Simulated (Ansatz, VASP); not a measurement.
Ir: VASP beside Ansatz

Contents of INCAR:

```
PREC = Accurate
ENCUT = 520
EDIFF = 1E-8
ISMEAR = -1
SIGMA = 0.05
LREAL = F
LASPH = T
NELM = 80
ALGO = Normal
ISIF = 2
LWAVE = F
LCHARG = F
GGA = PE
LEFG = T
NBANDS = 10
```

KPOINTS

```
Automatic mesh
0
Gamma
  15 15 15
```

File POSCAR:

```
Ir
1.0
    0.0000000000      1.9197000000      1.9772910000
    1.9197000000      0.0000000000      1.9772910000
    1.9197000000      1.9197000000      0.0000000000
Ir
1
Direct
    0.0000000000      0.0000000000      0.0000000000
```

Input for Ansatz:

```yaml
crystal:
  lattice:
    - [0.0, 1.9197, 1.977291]
    - [1.9197, 0.0, 1.977291]
    - [1.9197, 1.9197, 0.0]
  atoms:
    - { symbol: Ir, position: [0.0, 0.0, 0.0] }
kpoints:
  mp_grid: { grid: [15, 15, 15] }
scf:
  occupations: { method: fermi_dirac, width: 0.05 }
hamiltonian:
  xc: pbe
  pseudopotentials: { kind: all_electron, datasets: crystal }
output:
  forces: true
  stress: true
  eigenvalues: true
  efg: { contact_densities: true }
```

Change from the starting cell: zz strain of +3 %, crystal datasets.

Alike in both runs: task electric field gradients; functional PBE; k mesh 15 × 15 × 15; occupations fermi-dirac, width 0.05 eV; no spin polarisation.

```csv
,VASP,Ansatz
version,VASP 6.6.1,Ansatz 0.2.0
potentials or method,"VASP PAW PBE potentials, release 64 (Ir), cutoff 520 eV","all-electron PAW with datasets made for the crystal, scalar-relativistic"
```

Ansatz gave:

| Property | Result |
| --- | --- |
| pressure (GPa) | -1.7 |
| traceless stress, the component that is largest in VASP (GPa) | -7.23 |
| size of Vzz on the site where it differs most (V/Å²) | 21.5 |

Problem. Which values does VASP return?

Solution. Pressure (GPa): -1.2; traceless stress, the component that is largest in VASP (GPa): -7.19; size of Vzz on the site where it differs most (V/Å²): 21.3.

Ansatz ran all-electron here, and VASP with PAW potentials.

Neither program's run includes spin-orbit coupling.
